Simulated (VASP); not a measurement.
A run of VASP 6.6.1 is set up as follows.

Contents of INCAR:

```
SYSTEM = Ge2Sb2Te5
  PREC = Accurate
  ENCUT = 520
  EDIFF = 1E-6
  ISMEAR = 0
  SIGMA = 0.15
  LREAL = .FALSE.
  LASPH = .TRUE.
  NELM = 60
  ALGO = Normal
  ISIF = 2
  LWAVE = .FALSE.
  LCHARG = .FALSE.
  GGA = PS
  NBANDS = 44
```

Contents of KPOINTS:

```
Automatic mesh
0
G
  11 11 3
  0 0 0
```

Contents of POSCAR:

```
Ge2Sb2Te5
1.0
   -4.2017346381      0.0000000000      0.0000000000
   -2.1008673191     -3.6388089366      0.0000000000
    0.0000000000      0.0000000000     23.1060817248
Ge Sb Te
2 2 5
Direct
    1.0000000000      1.0000000000      0.6204746096
    0.0000000000      0.0000000000      0.1198534966
    0.3333333333      0.3333333333      0.4565559569
    0.6666666667      0.6666666667      0.2837721493
    0.0000000000      0.0000000000      0.3701640531
    0.3333333333      0.3333333333      0.2080753330
    0.6666666667      0.6666666667      0.5322527732
    0.3333333333      0.3333333333      0.6816068901
    0.6666666667      0.6666666667      0.0587212161
```

Potentials or basis: VASP PAW PBE potentials, release 64 (Ge_d, Sb, Te).

Launch:

```console
$ cat potpaw_PBE.64/Ge_d/POTCAR potpaw_PBE.64/Sb/POTCAR potpaw_PBE.64/Te/POTCAR > POTCAR
$ mpirun -np 1 vasp_std > vasp.out
```

Task: What does it give for the largest force?

Result: 0.058 eV/Å.

Task: Predict the band gap on the k mesh.

Result: 0.18 eV (least direct gap 0.48 eV).

Forces on the atoms (eV/Å):
```
Ge   0.000  0.000  0.058
Ge   0.000  0.000 -0.058
Sb   0.000  0.000 -0.012
Sb   0.000  0.000  0.012
Te   0.000  0.000  0.000
Te   0.000  0.000 -0.021
Te   0.000  0.000  0.021
Te   0.000  0.000 -0.043
Te   0.000  0.000  0.043
```

Caveat: the cell differs from its parent crystal (the distance across one plane changed); there is no dipole correction, which matters where the two faces differ; semilocal functionals underestimate gaps, and a narrow one can read as zero; the PAW data sets were made with another functional, which shifts forces and pressure a little; spin-orbit coupling is left out, which moves the levels of the heavy elements.
